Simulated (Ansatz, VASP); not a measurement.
One calculation of SnSe, two programs

The input POSCAR:

```
SnSe
1.0
    0.0000000000      2.8595000000      3.0100000000
    2.8595000000      0.0000000000      3.0100000000
    2.8595000000      2.8595000000      0.0000000000
Sn Se
1 1
Direct
    0.0000000000      0.0000000000      0.0000000000
    0.5000000000      0.5000000000      0.5000000000
```

File INCAR.step1:

```
SYSTEM = SnSe
PREC = Accurate
ENCUT = 520
ISMEAR = 0
SIGMA = 0.05
LREAL = .FALSE.
LASPH = .TRUE.
NELM = 60
NBANDS = 17
GGA = PE
ALGO = Normal
EDIFF = 1E-4
LWAVE = .TRUE.
LCHARG = .FALSE.
```

INCAR.step2

```
SYSTEM = SnSe
PREC = Accurate
ENCUT = 520
EDIFF = 1E-7
ISMEAR = 0
SIGMA = 0.05
LREAL = .FALSE.
LASPH = .TRUE.
NELM = 60
ALGO = Normal
ISIF = 2
LWAVE = .FALSE.
LCHARG = .FALSE.
METAGGA = R2SCAN
LMIXTAU = .TRUE.
NBANDS = 17
ISTART = 1
```

File KPOINTS:

```
Automatic mesh
0
G
  10 10 10
  0 0 0
```

Input for Ansatz:

```yaml
crystal:
  lattice:
    - [0.0, 2.8595, 3.01]
    - [2.8595, 0.0, 3.01]
    - [2.8595, 2.8595, 0.0]
  atoms:
    - { symbol: Sn, position: [0.0, 0.0, 0.0] }
    - { symbol: Se, position: [0.5, 0.5, 0.5] }
basis:
  ecutwfc: 500
kpoints:
  mp_grid: { grid: [10, 10, 10] }
hamiltonian:
  xc: r2scan
scf:
  occupations: { method: gaussian, width: 0.05 }
output:
  forces: true
  stress: true
  eigenvalues: true
```

Change from the starting cell: strain -0.050 along x and y, +0.000 along z, atoms carried along.

Alike in both runs: task single point; functional r2SCAN; k mesh 10 × 10 × 10; occupations gaussian, width 0.05 eV; no spin polarisation.

```csv
,VASP,Ansatz
version,VASP 6.6.1,Ansatz 0.2.0
potentials or method,"VASP PAW PBE potentials, release 64 (Sn_d, Se), cutoff 520 eV","scalar-relativistic, plane waves, PAW"
valence electrons in the cell,20,30
```

Ansatz gave:

```
gap on the k mesh at the Fermi level (eV)                     : 0.24
least direct gap on the mesh (eV)                             : 0.47
pressure (GPa)                                                : 7.2
traceless stress, the component that is largest in VASP (GPa) : -5.96
```

**Question.** Estimate VASP's values.

**Answer.** gap on the k mesh at the Fermi level (eV): 0.24; least direct gap on the mesh (eV): 0.47; pressure (GPa): 7.2; traceless stress, the component that is largest in VASP (GPa): -5.97.

VASP's potentials were made for PBE, not for r2SCAN. VASP's potentials hold 20 valence electrons a cell and Ansatz's 30, so a difference there can come from the potentials and not from the codes.
